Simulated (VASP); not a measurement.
Cu3O2: single point with PBE+U

Cu3O2:

```
CELL_PARAMETERS angstrom
-2.03201 2.03201 3.71368
2.03201 -2.03201 3.71368
2.03201 2.03201 -3.71368
ATOMIC_POSITIONS crystal
Cu 0.25000 0.75000 0.50000
Cu 0.75000 0.25000 0.50000
Cu 0.00000 0.00000 0.00000
O 0.00000 0.50000 0.50000
O 0.50000 0.00000 0.50000
```

| Quantity | Value |
| --- | --- |
| Program | VASP 6.6.1 |
| Task | single point |
| Functional | PBE |
| Potentials or basis | VASP PAW PBE potentials, release 64 (Cu, O) |
| Cutoff | 520 eV |
| k mesh | 12 × 12 × 12 |
| Occupations | gaussian, width 0.15 eV |
| Spin | no spin polarisation |
| Hubbard terms | Cu d U = 4.0 eV |

```
Pressure               : -3.1 GPa
Band gap on the k mesh : zero (an odd number of electrons rules out a gap without spin polarisation)
```

Stress tensor (GPa, compression positive):
```
-1.39  0.00  0.00
 0.00 -1.39  0.00
 0.00  0.00 -6.48
```

Levels at points of the mesh, in eV from the Fermi level:
| k point | band 21 | band 22 | band 23 | band 24 | band 25 | band 26 |
| --- | --- | --- | --- | --- | --- | --- |
| (0.00, 0.00, 0.00) | -0.93 | -0.93 | 0.44 | 0.52 | 5.63 | 5.63 |
| (0.50, 0.00, 0.00) | -0.94 | -0.67 | -0.28 | 3.09 | 3.41 | 8.52 |
| (0.50, 0.50, 0.00) | -0.34 | -0.32 | 1.14 | 1.31 | 3.93 | 3.98 |
| (0.50, 0.50, 0.50) | -1.43 | -0.36 | -0.36 | 3.70 | 4.74 | 6.79 |

Eigenvalues of the final occupation matrices:
```csv
site,spin,trace,eigenvalues
site 1 d,1,4.67,0.85 0.95 0.95 0.96 0.96
site 1 d,2,4.67,0.85 0.95 0.95 0.96 0.96
site 2 d,1,4.67,0.85 0.95 0.95 0.96 0.96
site 2 d,2,4.67,0.85 0.95 0.95 0.96 0.96
site 3 d,1,4.64,0.83 0.91 0.96 0.96 0.97
site 3 d,2,4.64,0.83 0.91 0.96 0.96 0.97
```

It took 3.8 min on 1 thread of AMD EPYC 9R45 96-Core Processor (Zen 5), on a shared host, peak memory 0.34 GiB.

Caveat: the stress differs along the axes, from -6 to -1 GPa; an odd number of electrons without spin polarisation forces a metal; a magnetic or distorted state may lie lower; U without spin polarisation on a metal has little footing.
